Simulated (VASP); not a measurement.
# CaSe in VASP: further runs, part 2 of 2

VASP 6.6.1. The steps go on from the part before.

## (4) Single point, r2SCAN (epitaxial xy strain +0.3%)

Input file POSCAR:

```
CaSe
1.0
    3.6464162201      0.0000000000      0.0000000000
    0.0000000000      3.6464162201      0.0000000000
    0.0000000000      0.0000000000      3.6339594132
Ca Se
1 1
Direct
    0.0000000000      0.0000000000      0.0000000000
    0.5000000000      0.5000000000      0.5000000000
```

Input file INCAR.step1:

```
PREC     = Accurate       # precision mode
ENCUT    = 520            # plane-wave cutoff, eV
ISMEAR   = 0              # smearing method
SIGMA    = 0.01           # smearing width, eV
LREAL    = False          # projectors in reciprocal space
LASPH    = True           # aspherical terms in the spheres
NELM     = 60             # most SCF steps
NBANDS   = 15             # bands
GGA      = PE             # functional
ALGO     = Normal         # electronic algorithm
EDIFF    = 1E-4           # SCF threshold, eV
LWAVE    = True           # write WAVECAR
LCHARG   = False          # write CHGCAR
```

Input file INCAR.step2:

```
PREC     = Accurate       # precision mode
ENCUT    = 520            # plane-wave cutoff, eV
EDIFF    = 1E-7           # SCF threshold, eV
ISMEAR   = 0              # smearing method
SIGMA    = 0.01           # smearing width, eV
LREAL    = False          # projectors in reciprocal space
LASPH    = True           # aspherical terms in the spheres
NELM     = 60             # most SCF steps
ALGO     = Normal         # electronic algorithm
ISIF     = 2              # what is computed and relaxed
LWAVE    = False          # write WAVECAR
LCHARG   = False          # write CHGCAR
METAGGA  = R2SCAN         # meta-GGA
LMIXTAU  = True         
NBANDS   = 15             # bands
ISTART   = 1
```

Input file KPOINTS:

```
Automatic mesh
0
Gamma
  8 8 8
```

Potentials or basis: VASP PAW PBE potentials, release 64 (Ca_sv, Se).

The run is started by

```bash
$ cat potpaw_PBE.64/Ca_sv/POTCAR potpaw_PBE.64/Se/POTCAR > POTCAR
$ cp INCAR.step1 INCAR
$ mpirun -np 1 vasp_std > vasp.out
$ cp INCAR.step2 INCAR
$ mpirun -np 1 vasp_std > vasp.out
```

OUTCAR:

```text
PREC = Accurate
   ENCUT = 520
   EDIFF = 1E-7
   ISMEAR = 0
   LREAL = False
   LASPH = True
   NELM = 60
   ISIF = 2
   METAGGA = R2SCAN
   ISTART = 1

 ion  position               nearest neighbor table
   1  0.000  0.000  0.000-
   2  0.500  0.500  0.500-

  LATTYP: Found a simple tetragonal cell.
 ALAT       =     3.6464162201
 C/A-ratio  =     0.9965838220

  Lattice vectors:

 A1 = (   3.6464162201,   0.0000000000,   0.0000000000)
 A2 = (   0.0000000000,   3.6464162201,   0.0000000000)
 A3 = (   0.0000000000,   0.0000000000,   3.6339594132)

Analysis of symmetry for initial positions (statically):
=====================================================================
 Subroutine PRICEL returns:
 Original cell was already a primitive cell.

 Routine SETGRP: Setting up the symmetry group for a
 simple tetragonal supercell.

 Subroutine GETGRP returns: Found 16 space group operations
 (whereof 16 operations were pure point group operations)
 out of a pool of 16 trial point group operations.

The static configuration has the point symmetry D_4h.

Analysis of symmetry for dynamics (positions and initial velocities):
=====================================================================
 Subroutine PRICEL returns:
 Original cell was already a primitive cell.

 Routine SETGRP: Setting up the symmetry group for a
 simple tetragonal supercell.

 Subroutine GETGRP returns: Found 16 space group operations
 (whereof 16 operations were pure point group operations)
 out of a pool of 16 trial point group operations.

The dynamic configuration has the point symmetry D_4h.

 Subroutine INISYM returns: Found 16 space group operations
 (whereof 16 operations are pure point group operations),
 and found     1 'primitive' translations

----------------------------------------------------------------------------------------

                                     Primitive cell

  volume of cell :      48.3184

  direct lattice vectors                    reciprocal lattice vectors
     3.646416220  0.000000000  0.000000000     0.274241869  0.000000000  0.000000000
     0.000000000  3.646416220  0.000000000     0.000000000  0.274241869  0.000000000
     0.000000000  0.000000000  3.633959413     0.000000000  0.000000000  0.275181940

  length of vectors
     3.646416220  3.646416220  3.633959413     0.274241869  0.274241869  0.275181940

  position of ions in fractional coordinates (direct lattice)
     0.000000000  0.000000000  0.000000000
     0.500000000  0.500000000  0.500000000

  ion indices of the primitive-cell ions
   primitive index   ion index
                 1           1
                 2           2

----------------------------------------------------------------------------------------

 KPOINTS: Automatic mesh

Automatic generation of k-mesh.
 Grid dimensions read from file:
 generate k-points for:    8    8    8

 Generating k-lattice:

  Cartesian coordinates                     Fractional coordinates (reciprocal lattice)
     0.034280234  0.000000000  0.000000000     0.125000000  0.000000000  0.000000000
     0.000000000  0.034280234  0.000000000     0.000000000  0.125000000  0.000000000
     0.000000000  0.000000000  0.034397742     0.000000000  0.000000000  0.125000000

  Length of vectors
     0.034280234  0.034280234  0.034397742

  Shift w.r.t. Gamma in fractional coordinates (k-lattice)
     0.000000000  0.000000000  0.000000000

 Subroutine IBZKPT returns following result:
 ===========================================

 Found     75 irreducible k-points:

 Following reciprocal coordinates:
            Coordinates               Weight
  0.000000  0.000000  0.000000      1.000000
  0.125000  0.000000  0.000000      4.000000
  0.250000  0.000000  0.000000      4.000000
  0.375000  0.000000  0.000000      4.000000
  0.500000  0.000000  0.000000      2.000000
  0.125000  0.125000  0.000000      4.000000
[... 16 lines left out ...]
  0.375000  0.125000  0.125000     16.000000
  0.500000  0.125000  0.125000      8.000000
 [... further k-points ...]
   k-points           NKPTS =     75   k-points in BZ     NKDIM =     75   number of bands    NBANDS=     15
   number of dos      NEDOS =    301   number of ions     NIONS =      2
   total plane-waves  NPLWV =  21952
   dimension x,y,z NGX =    28 NGY =   28 NGZ =   28
   dimension x,y,z NGXF=    56 NGYF=   56 NGZF=   56
   ions per type =               1   1
   NGX,Y,Z   is equivalent  to a cutoff of  12.77, 12.77, 12.81 a.u.
   NGXF,Y,Z  is equivalent  to a cutoff of  25.53, 25.53, 25.62 a.u.
 SYSTEM =  unknown system
   PREC   = accura    normal or accurate (medium, high low for compatibility)
   ISTART =      1    job   : 0-new  1-cont  2-samecut
   ICHARG =      0    charge: 1-file 2-atom 10-const
   ISPIN  =      1    spin polarized calculation?
   LNONCOLLINEAR =      F non collinear calculations
   LSORBIT =      F    spin-orbit coupling
   LASPH  =      T    aspherical Exc in radial PAW
   ENCUT  =  520.0 eV  38.22 Ry    6.18 a.u.   6.78  6.78  6.76*2*pi/ulx,y,z
   NELM   =     60;   NELMIN=  2; NELMDL=  0     # of ELM steps
   EDIFF  = 0.1E-06   stopping-criterion for ELM
   LREAL  =      F    real-space projection
   EDIFFG = 0.1E-05   stopping-criterion for IOM
   NSW    =      0    number of steps for IOM
   IBRION =     -1    ionic relax: 0-MD 1-quasi-New 2-CG
   NFREE  =      0    steps in history (QN), initial steepest desc. (CG)
   ISIF   =      2    stress and relaxation
   ISYM   =      2    0-nonsym 1-usesym 2-fastsym
   POTIM  = 0.5000    time-step for ionic-motion
   TEBEG  =    0.0;   TEEND  =   0.0 temperature during run
   PSTRESS=    0.0 pullay stress
   NELECT =      16.0000    total number of electrons
   NUPDOWN=      -1.0000    fix difference up-down
   EMIN   =  10.00;   EMAX   =-10.00  energy-range for DOS
   EFERMI =   0.00;   METHOD = LEGACY
   ISMEAR =     0;   SIGMA  =   0.01  broadening in eV -4-tet -1-fermi 0-gaus
   EFERMI_NEDOS =   21; number of points for ismear=-14 and -15
   IALGO  =     38    algorithm
   IMIX   =      4    mixing-type and parameters
     AMIX     =   0.40;   BMIX     =  1.00
     AMIX_MAG =   1.60;   BMIX_MAG =  1.00
  volume/ion in A,a.u.               =      24.16       163.03
  Fermi-wavevector in a.u.,A,eV,Ry     =   1.132602  2.140307 17.453379  1.282787
  Thomas-Fermi vector in A             =   2.269303
   LORBIT       =      0    0 simple, 1 ext, 2 COOP (PROOUT), +10 PAW based schemes
   METAGGA = R2SCAN    functional components
   LHFCALC =     F    Hartree Fock is set to
   AEXX    =    0.0000 exact exchange contribution
   IVDW    =     0    specifies the selected vdW correction
   LEPSILON=     F    determine dielectric tensor
   LRPA    =     F    only Hartree local field effects (RPA)
 non-spin polarized calculation
 Gauss-broadening in eV      SIGMA  =   0.01
  energy-cutoff  :      520.00
  volume of cell :       48.32
 maximum number of plane-waves:      1328
 NGX is ok and might be reduce to    28
   NGX = 13   NGY = 13   NGZ = 13

 number of electron      16.0000006 magnetization

 Free energy of the ion-electron system (eV)
  ---------------------------------------------------
  ext. energy  EPLUGINS =         0.00000000
  ---------------------------------------------------
  free energy    TOTEN  =       -25.22553524 eV

  energy without entropy =      -25.22553524  energy(sigma->0) =      -25.22553524

 E-fermi :   4.0675     XC(G=0):  -9.9939

 val. band max:        4.0272580630   @ k =   0.5000   0.5000   0.0000
 cond. band min:       5.2464382922   @ k =   0.5000   0.5000   0.0000
 fundamental gap:      1.2191802292
 Fermi energy:         4.0674753022

 k-point     1 :       0.0000    0.0000    0.0000
  band No.  band energies     occupation
      1     -39.0010      2.00000
      2     -19.0583      2.00000
      3     -19.0578      2.00000
      4     -19.0578      2.00000
      5      -9.4451      2.00000
      6       3.1105      2.00000
      7       3.1105      2.00000
      8       3.1559      2.00000
      9       5.5464      0.00000
     10       5.5526      0.00000
     11       6.8645      0.00000
     12       8.8547      0.00000
     13       8.8690      0.00000
     14       8.8690      0.00000
     15      13.7000      0.00000
[... 397 lines left out ...]
 k-point    24 :       0.5000    0.1250    0.1250
  band No.  band energies     occupation
      1     -38.9861      2.00000
      2     -19.2191      2.00000
      3     -19.0635      2.00000
      4     -19.0599      2.00000
      5      -8.5990      2.00000
      6      -0.6238      2.00000
      7       2.4013      2.00000
      8       2.7267      2.00000
      9       6.6217      0.00000
     10       8.2641      0.00000
     11       8.3065      0.00000
     12       9.3417      0.00000
     13       9.8614      0.00000
     14      11.0082      0.00000
     15      11.5895      0.00000

 [... further k-points ...]
[... 5 lines left out ...]
  --------------------------------------------------------------------------------------
  -------------------------------------------------------------------------------------
  Total       -0.1094416     -0.1094416      0.0630319      0.0000000      0.0000000      0.0000000
  in kB       -3.6289444     -3.6289444      2.0900570      0.0000000      0.0000000      0.0000000
  external PRESSURE =      -1.7226106 kB  Pullay stress =       0.0000000 kB

 VOLUME and BASIS-vectors are now :
 -----------------------------------------------------------------------------
  energy-cutoff  :      520.00
  volume of cell :       48.32
      direct lattice vectors                 reciprocal lattice vectors
     3.646416220  0.000000000  0.000000000     0.274241869  0.000000000  0.000000000
     0.000000000  3.646416220  0.000000000     0.000000000  0.274241869  0.000000000
     0.000000000  0.000000000  3.633959413     0.000000000  0.000000000  0.275181940

 POSITION                                       TOTAL-FORCE (eV/Angst)
 -----------------------------------------------------------------------------------
      0.00000      0.00000      0.00000         0.000000      0.000000      0.000000
      1.82321      1.82321      1.81698         0.000000      0.000000      0.000000
 -----------------------------------------------------------------------------------
    total drift:                               -0.000000      0.000000      0.000000

  FREE ENERGIE OF THE ION-ELECTRON SYSTEM (eV)
  ---------------------------------------------------
  free  energy   TOTEN  =       -25.2255352363 eV

  energy  without entropy=      -25.2255352363  energy(sigma->0) =      -25.22553524
```

It took 2.6 min on 1 thread of Intel Xeon Platinum 8259CL at 2.50GHz (Skylake/Cascade Lake), shared host; peak memory 0.2 GiB.

Results:

- Free energy: -25.2255 eV
- Pressure: -0.2 GPa
- Band gap on the k mesh: 1.22 eV, direct

Levels at points of the mesh, in eV from the valence-band top:
```csv
k point,band 6,band 7,band 8,band 9,band 10,band 11
"(0.00, 0.00, 0.00)",-0.92,-0.92,-0.87,1.52,1.53,2.84
"(0.50, 0.00, 0.00)",-4.94,-1.07,-1.02,2.48,5.11,5.24
"(0.50, 0.50, 0.00)",-3.64,-3.64,0.00,1.22,3.47,3.62
"(0.00, 0.00, 0.50)",-4.94,-1.06,-1.06,2.49,5.10,5.26
"(0.50, 0.00, 0.50)",-3.64,-3.63,-0.03,1.24,3.44,3.59
"(0.50, 0.50, 0.50)",-3.76,-3.75,-3.75,4.36,4.36,4.36
```

Caveat: the cell differs from its parent crystal (epitaxial xy strain +0.3%); the PAW data sets were made with another functional, which shifts forces and pressure a little. A k mesh can miss the band edges.

## (5) The runs side by side

```csv
cell,gap on the mesh (eV),pressure (GPa)
"a = 3.605 Å, angles 90.9°, 2 atoms",1.21,1.7
"a = 3.647 Å, angles 88.1°, 2 atoms",1.28,-0.2
"a = 3.646, b = 3.646, c = 3.634 Å, 2 atoms",1.22,-0.2
```

Alike in all rows: task single point; level r2SCAN; potentials or basis VASP PAW PBE potentials, release 64 (Ca_sv, Se); no spin polarisation; k mesh 8 × 8 × 8; cutoff (eV) 520; smearing gaussian 0.01 eV.

Caveats: the PAW data sets were made with another functional, which shifts forces and pressure a little.

Absolute energies hang on the potentials; compare differences alone.
